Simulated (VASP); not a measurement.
# Zn (P6_3/mmc) in VASP: relaxation of cell and atoms with r2SCAN

Aim: the relaxation of cell and atoms of Zn with r2SCAN.

All numbers are computed with VASP 6.6.1; they aren't measurements. Logs are shortened: lines on timing, memory, paths and dates and some standing lists are left out, and cuts for length are marked.

## (1) The cell of the first run

Symmetry: P6_3/mmc, No. 194, hexagonal system. The conventional cell has a = 2.736 Å, b = 2.736 Å, c = 4.433 Å, α = 90.00°, β = 90.00°, γ = 120.00°. Within 3.6 Å of Zn (site symmetry -6m2) lie 12 Zn at 2.72 to 2.74 Å.

## (2) Relaxation of cell and atoms, r2SCAN

POSCAR reads:

```
Zn
1.0
    2.7361314921      0.0000000000      0.0000000000
   -1.3680657461      2.3695593803      0.0000000000
    0.0000000000      0.0000000000      4.4325330173
Zn
2
Direct
    0.3333333333      0.6666666667      0.2500000000
    0.6666666667      0.3333333333      0.7500000000
```

INCAR.step1 reads:

```
  PREC = Accurate
  ENCUT = 550
  ISMEAR = -1
  SIGMA = 0.08
  LREAL = F
  LASPH = T
  NELM = 120
  GGA = PE
  ALGO = Normal
  EDIFF = 1E-5
  LWAVE = T
  LCHARG = F
  GGA_COMPAT = F
  IBRION = 2
  ISIF = 3
  EDIFFG = -0.005
  NELMIN = 4
  NSW = 100
```

INCAR.step2 reads:

```
  PREC = Accurate
  ENCUT = 550
  EDIFF = 1E-7
  ISMEAR = -1
  SIGMA = 0.08
  LREAL = F
  LASPH = T
  NELM = 120
  ALGO = Normal
  ISIF = 3
  LWAVE = F
  LCHARG = F
  METAGGA = R2SCAN
  LMIXTAU = T
  IBRION = 2
  NSW = 60
  EDIFFG = -0.005
  ISTART = 1
  GGA_COMPAT = F
  NELMIN = 4
```

KPOINTS reads:

```
regular mesh
0
Gamma
  18 18 10
```

Potentials or basis: VASP PAW PBE potentials, release 64 (Zn).

Launch:

```console
$ cat potpaw_PBE.64/Zn/POTCAR > POTCAR
$ cp INCAR.step1 INCAR
$ mpirun -np 1 vasp_std > vasp.out
$ cp INCAR.step2 INCAR
$ mpirun -np 1 vasp_std > vasp.out
```

OUTCAR:

```text
PREC = Accurate
   ENCUT = 550
   EDIFF = 1E-7
   ISMEAR = -1
   LREAL = F
   LASPH = T
   NELM = 120
   ISIF = 3
   METAGGA = R2SCAN
   IBRION = 2
   NSW = 60
   EDIFFG = -0.005
   ISTART = 1
   NELMIN = 4

 ion  position               nearest neighbor table
   1  0.333  0.667  0.250-   2 2.72   2 2.72   2 2.72   2 2.72   2 2.72   2 2.72
   2  0.667  0.333  0.750-   1 2.72   1 2.72   1 2.72   1 2.72   1 2.72   1 2.72

  LATTYP: Found a hexagonal cell.
 ALAT       =     2.7361314921
 C/A-ratio  =     1.6200000000

  Lattice vectors:

 A1 = (   2.7361314921,   0.0000000000,   0.0000000000)
 A2 = (  -1.3680657461,   2.3695593803,   0.0000000000)
 A3 = (   0.0000000000,   0.0000000000,   4.4325330173)

Analysis of symmetry for initial positions (statically):
=====================================================================
 Subroutine PRICEL returns:
 Original cell was already a primitive cell.

 Routine SETGRP: Setting up the symmetry group for a
 hexagonal supercell.

 Subroutine GETGRP returns: Found 24 space group operations
 (whereof 12 operations were pure point group operations)
 out of a pool of 24 trial point group operations.

The static configuration has the point symmetry D_3d.
 The point group associated with its full space group is D_6h.

Analysis of symmetry for dynamics (positions and initial velocities):
=====================================================================
 Subroutine PRICEL returns:
 Original cell was already a primitive cell.

 Routine SETGRP: Setting up the symmetry group for a
 hexagonal supercell.

 Subroutine GETGRP returns: Found 24 space group operations
 (whereof 12 operations were pure point group operations)
 out of a pool of 24 trial point group operations.

The dynamic configuration has the point symmetry D_3d.
 The point group associated with its full space group is D_6h.

 Subroutine INISYM returns: Found 24 space group operations
 (whereof 12 operations are pure point group operations),
 and found     1 'primitive' translations

----------------------------------------------------------------------------------------

                                     Primitive cell

  volume of cell :      28.7380

  direct lattice vectors                    reciprocal lattice vectors
     2.736131492  0.000000000  0.000000000     0.365479511  0.211009694  0.000000000
    -1.368065746  2.369559380  0.000000000     0.000000000  0.422019388  0.000000000
     0.000000000  0.000000000  4.432533017     0.000000000  0.000000000  0.225604636

  length of vectors
     2.736131492  2.736131492  4.432533017     0.422019388  0.422019388  0.225604636

  position of ions in fractional coordinates (direct lattice)
     0.333333333  0.666666667  0.250000000
     0.666666667  0.333333333  0.750000000

  ion indices of the primitive-cell ions
   primitive index   ion index
                 1           1
                 2           2

----------------------------------------------------------------------------------------

 KPOINTS: regular mesh

Automatic generation of k-mesh.
 Grid dimensions read from file:
 generate k-points for:   18   18   10

 Generating k-lattice:

  Cartesian coordinates                     Fractional coordinates (reciprocal lattice)
     0.020304417  0.011722761  0.000000000     0.055555556  0.000000000  0.000000000
     0.000000000  0.023445522  0.000000000     0.000000000  0.055555556  0.000000000
     0.000000000  0.000000000  0.022560464     0.000000000  0.000000000  0.100000000

  Length of vectors
     0.023445522  0.023445522  0.022560464

  Shift w.r.t. Gamma in fractional coordinates (k-lattice)
     0.000000000  0.000000000  0.000000000

 Subroutine IBZKPT returns following result:
 ===========================================

 Found    222 irreducible k-points:

 Following reciprocal coordinates:
            Coordinates               Weight
  0.000000  0.000000  0.000000      1.000000
  0.055556  0.000000  0.000000      6.000000
  0.111111  0.000000  0.000000      6.000000
  0.166667 -0.000000  0.000000      6.000000
  0.222222  0.000000  0.000000      6.000000
  0.277778 -0.000000  0.000000      6.000000
[... 16 lines left out ...]
  0.333333  0.111111  0.000000     12.000000
  0.388889  0.111111  0.000000     12.000000
 [... further k-points ...]
   k-points           NKPTS =    222   k-points in BZ     NKDIM =    222   number of bands    NBANDS=     16
   number of dos      NEDOS =    301   number of ions     NIONS =      2
   total plane-waves  NPLWV =  20736
   dimension x,y,z NGX =    24 NGY =   24 NGZ =   36
   dimension x,y,z NGXF=    48 NGYF=   48 NGZF=   72
   ions per type =               2
   NGX,Y,Z   is equivalent  to a cutoff of  14.58, 14.58, 13.50 a.u.
   NGXF,Y,Z  is equivalent  to a cutoff of  29.16, 29.16, 27.00 a.u.
 SYSTEM =  unknown system
   PREC   = accura    normal or accurate (medium, high low for compatibility)
   ISTART =      1    job   : 0-new  1-cont  2-samecut
   ICHARG =      0    charge: 1-file 2-atom 10-const
   ISPIN  =      1    spin polarized calculation?
   LNONCOLLINEAR =      F non collinear calculations
   LSORBIT =      F    spin-orbit coupling
   LASPH  =      T    aspherical Exc in radial PAW
   ENCUT  =  550.0 eV  40.42 Ry    6.36 a.u.   5.23  5.23  8.48*2*pi/ulx,y,z
   NELM   =    120;   NELMIN=  4; NELMDL=  0     # of ELM steps
   EDIFF  = 0.1E-06   stopping-criterion for ELM
   LREAL  =      F    real-space projection
   EDIFFG = -.5E-02   stopping-criterion for IOM
   NSW    =     60    number of steps for IOM
   IBRION =      2    ionic relax: 0-MD 1-quasi-New 2-CG
   NFREE  =      1    steps in history (QN), initial steepest desc. (CG)
   ISIF   =      3    stress and relaxation
   ISYM   =      2    0-nonsym 1-usesym 2-fastsym
   POTIM  = 0.5000    time-step for ionic-motion
   TEBEG  =    0.0;   TEEND  =   0.0 temperature during run
   PSTRESS=    0.0 pullay stress
   NELECT =      24.0000    total number of electrons
   NUPDOWN=      -1.0000    fix difference up-down
   EMIN   =  10.00;   EMAX   =-10.00  energy-range for DOS
   EFERMI =   0.00;   METHOD = LEGACY
   ISMEAR =    -1;   SIGMA  =   0.08  broadening in eV -4-tet -1-fermi 0-gaus
   EFERMI_NEDOS =   21; number of points for ismear=-14 and -15
   IALGO  =     38    algorithm
   IMIX   =      4    mixing-type and parameters
     AMIX     =   0.40;   BMIX     =  1.00
     AMIX_MAG =   1.60;   BMIX_MAG =  1.00
  volume/ion in A,a.u.               =      14.37        96.97
  Fermi-wavevector in a.u.,A,eV,Ry     =   1.541676  2.913345 32.337843  2.376764
  Thomas-Fermi vector in A             =   2.647588
   LORBIT       =      0    0 simple, 1 ext, 2 COOP (PROOUT), +10 PAW based schemes
   METAGGA = R2SCAN    functional components
   LHFCALC =     F    Hartree Fock is set to
   AEXX    =    0.0000 exact exchange contribution
   IVDW    =     0    specifies the selected vdW correction
   LEPSILON=     F    determine dielectric tensor
   LRPA    =     F    only Hartree local field effects (RPA)
 conjugate gradient relaxation of ions
 non-spin polarized calculation
  energy-cutoff  :      550.00
  volume of cell :       28.74
 maximum number of plane-waves:       856
 NGX is ok and might be reduce to    24
   NGX = 11   NGY = 11   NGZ = 17

--------------------------------------- Ionic step        1  -------------------------------------------

 number of electron      24.0000010 magnetization

 Free energy of the ion-electron system (eV)
  ---------------------------------------------------
  ext. energy  EPLUGINS =         0.00000000
  ---------------------------------------------------
  free energy    TOTEN  =       -17.78191891 eV

  energy without entropy =      -17.77288908  energy(sigma->0) =      -17.77740400

------------------------ aborting loop because EDIFF is reached ----------------------------------------

  FORCE on cell =-STRESS in cart. coord.  units (eV):
  Direction    XX          YY          ZZ          XY          YZ          ZX
  --------------------------------------------------------------------------------------
  -------------------------------------------------------------------------------------
  Total       -0.3218487     -0.3218487     -0.1158952      0.0000000     -0.0000000      0.0000000
  in kB      -17.9434458    -17.9434458     -6.4612945      0.0000000     -0.0000000      0.0000000
  external PRESSURE =     -14.1160620 kB  Pullay stress =       0.0000000 kB
[... 89 lines left out ...]
  FREE ENERGIE OF THE ION-ELECTRON SYSTEM (eV)
  ---------------------------------------------------
  free  energy   TOTEN  =       -17.7850522548 eV

  energy  without entropy=      -17.7763849345  energy(sigma->0) =      -17.78071859

[... ionic steps 4 to 24 ...]

--------------------------------------- Ionic step       25  -------------------------------------------

 number of electron      23.9999984 magnetization

------------------------ aborting loop because EDIFF is reached ----------------------------------------

  FORCE on cell =-STRESS in cart. coord.  units (eV):
  Direction    XX          YY          ZZ          XY          YZ          ZX
  --------------------------------------------------------------------------------------
  -------------------------------------------------------------------------------------
  Total        0.0110161      0.0110161     -0.0015429     -0.0000000     -0.0000000     -0.0000000
  in kB        0.6054529      0.6054529     -0.0847980     -0.0000000     -0.0000000     -0.0000000
  external PRESSURE =       0.3753693 kB  Pullay stress =       0.0000000 kB
[... 57 lines left out ...]
  energy  without entropy=      -17.8027899814  energy(sigma->0) =      -17.80537025

--------------------------------------- Ionic step       27  -------------------------------------------

 number of electron      23.9999984 magnetization

 Free energy of the ion-electron system (eV)
  ---------------------------------------------------
  ext. energy  EPLUGINS =         0.00000000
  ---------------------------------------------------
  free energy    TOTEN  =       -17.80793934 eV

  energy without entropy =      -17.80277474  energy(sigma->0) =      -17.80535704

 E-fermi :   3.2542     XC(G=0): -12.8696

 val. band max:        3.2534821142   @ k =   0.1667  -0.0000   0.2000
 cond. band min:       3.2886600478   @ k =   0.3333   0.2778   0.5000
 fundamental gap:      0.0351779337
 Fermi energy:         3.2541744101

 k-point     1 :       0.0000    0.0000    0.0000
  band No.  band energies     occupation
      1      -7.9388      2.00000
      2      -5.9737      2.00000
      3      -5.1392      2.00000
      4      -4.8394      2.00000
      5      -4.8394      2.00000
      6      -4.7918      2.00000
[... 8 lines left out ...]
     15      20.7359      0.00000
     16      23.0297      0.00000
[... 420 lines left out ...]
  band No.  band energies     occupation
      1      -5.5758      2.00000
      2      -5.4759      2.00000
      3      -5.3429      2.00000
      4      -4.8737      2.00000
      5      -4.6786      2.00000
      6      -4.6740      2.00000
[... 8 lines left out ...]
     15       9.1947      0.00000
     16      10.5980      0.00000

 [... further k-points ...]

------------------------ aborting loop because EDIFF is reached ----------------------------------------

  FORCE on cell =-STRESS in cart. coord.  units (eV):
  Direction    XX          YY          ZZ          XY          YZ          ZX
  --------------------------------------------------------------------------------------
  -------------------------------------------------------------------------------------
  Total       -0.0047034     -0.0047034     -0.0021855      0.0000000     -0.0000000     -0.0000000
  in kB       -0.2584330     -0.2584330     -0.1200837      0.0000000     -0.0000000     -0.0000000
  external PRESSURE =      -0.2123165 kB  Pullay stress =       0.0000000 kB
[... 17 lines left out ...]
  FREE ENERGIE OF THE ION-ELECTRON SYSTEM (eV)
  ---------------------------------------------------
  free  energy   TOTEN  =       -17.8079393430 eV

  energy  without entropy=      -17.8027747412  energy(sigma->0) =      -17.80535704

 reached required accuracy - stopping structural energy minimisation
```

Run time: 58 min. Hardware: 1 thread of Intel Xeon 6975P-C (Granite Rapids), shared host; peak memory 0.25 GiB.

What came out:

```
Free energy                           : -17.8079 eV
Relaxed volume                        : 14.58 Å³/atom
Relaxed cell                          : a = 2.599 Å, b = 2.599 Å, c = 4.983 Å, α = 90.00°, β = 90.00°, γ = 120.00°
Space group after relaxing (to 0.1 Å) : P6_3/mmc (No. 194)
Energy gained by relaxing             : 13.0 meV/atom
Ionic steps                           : 27
Pressure after relaxing               : 0.0 GPa
Band gap on the k mesh                : zero (bands 12 and 13 overlap by 5.27 eV)
```

The path:
| step | energy change (eV) | largest force (eV/Å) | pressure (GPa) | volume (Å³) |
| --- | --- | --- | --- | --- |
| 1 | 0.0000 | 0.0000 | -1.41 | 28.74 |
| 2 | -0.0031 | 0.0000 | 0.25 | 28.21 |
| 3 | -0.0031 | 0.0000 | 0.21 | 28.23 |
| 4 | -0.0036 | 0.0000 | 0.21 | 28.23 |
| 5 | -0.0054 | 0.0000 | 0.23 | 28.25 |
| 6 | -0.0084 | 0.0000 | 0.43 | 28.27 |
| 7 | -0.0124 | 0.0000 | 1.43 | 28.26 |
| 8 | 0.0296 | 0.0000 | 6.68 | 28.05 |
| 9 | -0.0165 | 0.0000 | 2.03 | 28.24 |
| 10 | -0.0127 | 0.0000 | 4.01 | 28.17 |
| 11 | -0.0187 | 0.0000 | 2.71 | 28.22 |
| 12 | -0.0186 | 0.0000 | 2.96 | 28.21 |
| 13 | -0.0187 | 0.0000 | 2.90 | 28.22 |
| 14 | -0.0190 | 0.0000 | 2.97 | 28.25 |
| 15 | -0.0191 | 0.0000 | 3.00 | 28.31 |
| 16 | -0.0196 | 0.0000 | 2.90 | 28.34 |
| 17 | -0.0208 | 0.0000 | 2.60 | 28.41 |
| 18 | -0.0229 | 0.0000 | 2.04 | 28.57 |
| 19 | -0.0254 | 0.0000 | 0.93 | 28.89 |
| 20 | -0.0244 | 0.0000 | -1.05 | 29.54 |
| 21 | -0.0260 | 0.0000 | -0.01 | 29.19 |
| 22 | -0.0260 | 0.0000 | 0.05 | 29.17 |
| 23 | -0.0260 | 0.0000 | 0.06 | 29.17 |
| 24 | -0.0260 | 0.0000 | 0.08 | 29.16 |
| 25 | -0.0260 | 0.0000 | 0.04 | 29.15 |
| 26 | -0.0260 | 0.0000 | 0.06 | 29.15 |
| 27 | -0.0260 | 0.0000 | -0.02 | 29.16 |

Final structure:
```cif
data_structure
_symmetry_space_group_name_H-M 'P 1'
_symmetry_Int_Tables_number 1
_cell_length_a 2.5994
_cell_length_b 2.5994
_cell_length_c 4.9830
_cell_angle_alpha 90.000
_cell_angle_beta 90.000
_cell_angle_gamma 120.000
_cell_volume 29.16
loop_
_atom_site_label
_atom_site_type_symbol
_atom_site_fract_x
_atom_site_fract_y
_atom_site_fract_z
_atom_site_occupancy
Zn1 Zn 0.33333 0.66667 0.25000 1
Zn2 Zn 0.66667 0.33333 0.75000 1
```

Levels at points of the mesh, in eV from the Fermi level:
```tsv
k point	band 8	band 9	band 10	band 11	band 12	band 13	band 14	band 15	band 16
(0.00, 0.00, 0.00)	-7.64	-7.64	-7.44	-7.44	-4.12	-3.46	13.65	17.48	19.78
(0.50, 0.00, 0.00)	-7.48	-7.21	-7.19	-3.00	-2.08	2.75	3.86	4.56	6.06
(0.00, 0.00, 0.50)	-8.08	-7.53	-7.53	-7.53	-7.53	4.37	4.37	21.15	21.15
(0.50, 0.00, 0.50)	-7.49	-7.20	-7.20	-2.06	-2.06	0.51	0.51	10.65	10.65
```

Caveat: the PAW data sets were made with another functional, which shifts forces and pressure a little.

The gap in the log of VASP goes by the Fermi energy; the results here count the filled bands.